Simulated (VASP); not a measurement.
Write the native input for VASP 6.6.1 that does the following.

- Task: single point
- Functional: LDA
- Potentials or basis: VASP PAW LDA potentials, release 64 (Ir_sv_GW, P)
- Cutoff: 420 eV
- k mesh: 14 × 14 × 14
- Occupations: fermi-dirac, width 0.08 eV
- Spin: no spin polarisation
- Dipole correction: no
- k mesh for the DOS: 21 × 21 × 21
- Occupations for the DOS: tetrahedron
- Further INCAR settings: ALGO = Normal; EDIFF = 1e-06; NBANDS = 18

PIr (rocksalt type):

```
CELL_PARAMETERS angstrom
0.00000 2.42637 2.42637
2.42637 0.00000 2.42637
2.42637 2.42637 0.00000
ATOMIC_POSITIONS crystal
Ir 0.00000 0.00000 0.00000
P 0.50000 0.50000 0.50000
```

One way to write it, as run:

POSCAR

```
PIr
1.0
    0.0000000000      2.4263656764      2.4263656764
    2.4263656764      0.0000000000      2.4263656764
    2.4263656764      2.4263656764      0.0000000000
Ir P
1 1
Direct
    0.0000000000      0.0000000000      0.0000000000
    0.5000000000      0.5000000000      0.5000000000
```

INCAR.step1

```
SYSTEM = PIr
  ALGO = Normal
  EDIFF = 1E-6
  ENCUT = 420
  GGA = CA
  GGA_COMPAT = .FALSE.
  ISIF = 2
  ISMEAR = -1
  LASPH = .TRUE.
  LCHARG = .TRUE.
  LMAXMIX = 4
  LORBIT = 11
  LREAL = .FALSE.
  LWAVE = .FALSE.
  NBANDS = 18
  NEDOS = 2001
  NELM = 120
  PREC = Accurate
  SIGMA = 0.08
```

KPOINTS.step1

```
k-points
0
G
  14 14 14
  0 0 0
```

INCAR.step2

```
SYSTEM = PIr
  ALGO = Normal
  EDIFF = 1E-6
  ENCUT = 420
  GGA = CA
  GGA_COMPAT = .FALSE.
  ICHARG = 11
  ISIF = 2
  ISMEAR = -5
  LASPH = .TRUE.
  LCHARG = .FALSE.
  LMAXMIX = 4
  LORBIT = 11
  LREAL = .FALSE.
  LWAVE = .FALSE.
  NBANDS = 18
  NEDOS = 2001
  NELM = 120
  PREC = Accurate
  SIGMA = 0.08
```

KPOINTS.step2

```
k-points
0
G
  21 21 21
  0 0 0
```

Potentials or basis: VASP PAW LDA potentials, release 64 (Ir_sv_GW, P).

Launch:

```bash
$ cat potpaw_LDA.64/Ir_sv_GW/POTCAR potpaw_LDA.64/P/POTCAR > POTCAR
$ cp INCAR.step1 INCAR
$ cp KPOINTS.step1 KPOINTS
$ mpirun -np 1 vasp_std > vasp.out
$ cp INCAR.step2 INCAR
$ cp KPOINTS.step2 KPOINTS
$ mpirun -np 1 vasp_std > vasp.out
```

Results of the run:

```
Valence electrons inside the program's atomic spheres : Ir 16.94; P 2.42
```

Wall time 45 s on 1 thread of AMD EPYC 9R45 96-Core Processor (Zen 5), on a shared host, peak memory 0.19 GiB.
